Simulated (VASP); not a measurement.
Write the native input for VASP 6.6.1 that does the following.

| Property | Result |
| --- | --- |
| Task | single point |
| Functional | PBE |
| Potentials or basis | VASP PAW PBE potentials, release 64 (B, As) |
| Cutoff | 520 eV |
| k mesh | 10 × 10 × 10 |
| Occupations | gaussian, width 0.05 eV |
| Spin | no spin polarisation |
| Dipole correction | no |
| Further INCAR settings | ALGO = Normal; EDIFF = 1e-06; NBANDS = 11 |

The structure of BAs lies in POSCAR:

```
BAs
1.0
    0.0000000000      2.2120582687      2.5967640545
    2.2120582687      0.0000000000      2.5967640545
    2.2120582687      2.2120582687      0.0000000000
B As
1 1
Direct
    0.0000000000      0.0000000000      0.0000000000
    0.7500000000      0.7500000000      0.7500000000
```

This cell differs from its parent crystal: strain -0.080 along x and y, +0.080 along z.

The input as run:

INCAR

```
  PREC = Accurate
  ENCUT = 520
  EDIFF = 1E-6
  ISMEAR = 0
  SIGMA = 0.05
  LREAL = False
  LASPH = True
  NELM = 80
  ALGO = Normal
  ISIF = 2
  LWAVE = False
  LCHARG = True
  GGA = PE
  LELF = True
  LVHAR = True
  NBANDS = 11
```

KPOINTS

```
regular mesh
0
Gamma
  10 10 10
```

Potentials or basis: VASP PAW PBE potentials, release 64 (B, As).

Run with:

```console
$ cat potpaw_PBE.64/B/POTCAR potpaw_PBE.64/As/POTCAR > POTCAR
$ mpirun -np 1 vasp_std > vasp.out
```

It gave:

The pressure is 14.9 GPa. The band gap on the k mesh is zero (band 4 reaches 7.59 eV, above the bottom of band 5 at 7.42 eV).

Caveat: the cell differs from its parent crystal (strain -0.080 along x and y, +0.080 along z).

Run time: 17 s on 1 thread of AMD EPYC 9R45 96-Core Processor (Zen 5) (shared host), peak memory 0.14 GiB.
